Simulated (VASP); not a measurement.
# La: single point with PBEsol

The system is La.

```xyz
4
Lattice="3.8443 0.0000 0.0000 -1.9222 3.3293 0.0000 0.0000 0.0000 10.5866" Properties=species:S:1:pos:R:3 pbc="T T T"
La    0.0000    0.0000    0.0000
La    0.0000    0.0000    5.2933
La    0.0000    2.2195    2.6467
La    1.9222    1.1098    7.9400
```

* Program: VASP 6.6.1
* Task: single point
* Functional: PBEsol
* Potentials or basis: VASP PAW PBE potentials, release 64 (La)
* Cutoff: 520 eV
* k mesh: 12 × 12 × 4
* Occupations: gaussian, width 0.15 eV
* Spin: no spin polarisation
* Dipole correction: no
* Further INCAR settings: ALGO = Fast; EDIFF = 1e-06; NBANDS = 30

The pressure is 0.8 GPa and the band gap on the k mesh is zero (bands 22 and 23 overlap by 1.06 eV).

Stress tensor (GPa, compression positive):
```
-1.77  0.00  0.00
 0.00 -1.77  0.00
 0.00  0.00  5.86
```

Levels at points of the mesh, in eV from the Fermi level:
| k point | band 20 | band 21 | band 22 | band 23 | band 24 | band 25 |
| --- | --- | --- | --- | --- | --- | --- |
| (0.00, 0.00, 0.00) | -1.54 | 0.61 | 0.61 | 0.66 | 0.66 | 0.80 |
| (0.50, 0.00, 0.00) | -0.92 | -0.24 | 0.12 | 0.32 | 0.43 | 1.03 |
| (0.00, 0.00, 0.50) | -1.83 | 0.86 | 0.86 | 0.86 | 0.89 | 0.93 |
| (0.50, 0.00, 0.50) | -1.26 | -0.86 | -0.86 | 0.86 | 0.86 | 1.22 |

Run time: 14 min on 1 thread of AMD EPYC 9R45 96-Core Processor (Zen 5), on a shared host, peak memory 0.36 GiB.

Caveat: the stress differs along the axes, from -2 to 6 GPa; the PAW data sets were made with another functional, which shifts forces and pressure a little; spin-orbit coupling is left out, which moves the levels of the heavy elements.
